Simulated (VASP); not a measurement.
# Ta3Cu: single point with PBEsol

Crystal: Ta3Cu.

```
Ta Cu
1.0
    -2.00651    2.00651    4.03984
     2.00651   -2.00651    4.03984
     2.00651    2.00651   -4.03984
Ta Cu
3 1
Direct
  0.50000 0.50000 0.00000
  0.25000 0.75000 0.50000
  0.75000 0.25000 0.50000
  0.00000 0.00000 0.00000
```

```yaml
Program: VASP 6.6.1
Task: single point
Functional: PBEsol
Potentials_or_basis: VASP PAW PBE potentials, release 64 (Ta_pv, Cu)
Cutoff: 520 eV
k_mesh: 8 × 8 × 8
Occupations: fermi-dirac, width 0.05 eV
Spin: no spin polarisation
Dipole_correction: no
Further_INCAR_settings: ALGO = Normal; EDIFF = 1e-06; NBANDS = 30
```

```json
{
 "Pressure": "1.4 GPa",
 "Band gap on the k mesh": "zero (band 22 reaches 7.33 eV, above the bottom of band 23 at 5.80 eV)"
}
```

Stress tensor (GPa, compression positive):
```
0.49 0.00 0.00
0.00 0.49 0.00
0.00 0.00 3.14
```

Levels at points of the mesh, in eV from the Fermi level:
| k point | band 18 | band 19 | band 20 | band 21 | band 22 | band 23 | band 24 | band 25 | band 26 | band 27 |
| --- | --- | --- | --- | --- | --- | --- | --- | --- | --- | --- |
| (0.00, 0.00, 0.00) | -1.88 | -1.78 | -1.78 | -0.28 | -0.28 | 0.04 | 2.50 | 2.68 | 2.90 | 2.98 |
| (0.50, 0.00, 0.00) | -2.43 | -2.22 | -1.48 | -0.86 | -0.07 | 0.50 | 1.09 | 1.41 | 1.81 | 2.46 |
| (0.50, 0.50, 0.00) | -2.07 | -1.86 | -1.28 | -0.39 | 0.03 | 0.48 | 0.83 | 0.95 | 2.02 | 2.07 |
| (0.50, 0.50, 0.50) | -2.23 | -1.52 | -1.52 | -1.19 | 0.61 | 2.03 | 2.08 | 2.08 | 3.24 | 3.24 |

It took 3.1 min on 1 thread of AMD EPYC 7R13 Processor (Zen 3) (shared host), peak memory 0.27 GiB.

Caveat: the PAW data sets were made with another functional, which shifts forces and pressure a little; spin-orbit coupling is left out, which moves the levels of the heavy elements.
